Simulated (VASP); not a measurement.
A run of VASP 6.6.1 is set up as follows.

POSCAR

```
W
1.0
   -2.1463163662      1.6413007506      1.6413007506
    1.6413007506     -2.1463163662      1.6413007506
    1.6413007506      1.6413007506     -2.1463163662
W
1
Direct
    0.0000000000      0.0000000000      0.0000000000
```

The input INCAR.step1:

```
PREC     = Accurate       # precision mode
ENCUT    = 520            # plane-wave cutoff, eV
ISMEAR   = 0              # smearing method
SIGMA    = 0.15           # smearing width, eV
LREAL    = F              # projectors in reciprocal space
LASPH    = T              # aspherical terms in the spheres
NELM     = 100            # most SCF steps
NBANDS   = 13             # bands
GGA      = PE             # functional
ALGO     = Normal         # electronic algorithm
EDIFF    = 1E-4           # SCF threshold, eV
LWAVE    = T              # write WAVECAR
LCHARG   = F              # write CHGCAR
```

INCAR.step2

```
PREC     = Accurate       # precision mode
ENCUT    = 520            # plane-wave cutoff, eV
EDIFF    = 1E-7           # SCF threshold, eV
ISMEAR   = 0              # smearing method
SIGMA    = 0.15           # smearing width, eV
LREAL    = F              # projectors in reciprocal space
LASPH    = T              # aspherical terms in the spheres
NELM     = 100            # most SCF steps
ALGO     = Normal         # electronic algorithm
ISIF     = 2              # what is computed and relaxed
LWAVE    = F              # write WAVECAR
LCHARG   = F              # write CHGCAR
METAGGA  = R2SCAN         # meta-GGA
LMIXTAU  = T            
NBANDS   = 13             # bands
ISTART   = 1
```

File KPOINTS:

```
regular mesh
0
Gamma
  16 16 16
```

Potentials or basis: VASP PAW PBE potentials, release 64 (W_sv).

The run is started by

```sh
$ cat potpaw_PBE.64/W_sv/POTCAR > POTCAR
$ cp INCAR.step1 INCAR
$ mpirun -np 1 vasp_std > vasp.out
$ cp INCAR.step2 INCAR
$ mpirun -np 1 vasp_std > vasp.out
```

(1) Predict the band gap on the k mesh.

(2) What does it give for the pressure?

## Answers

(1) zero (band 7 reaches 14.02 eV, above the bottom of band 8 at 8.20 eV).

(2) 112.0 GPa.

Caveat: the PAW data sets were made with another functional, which shifts forces and pressure a little; spin-orbit coupling is left out, which moves the levels of the heavy elements.
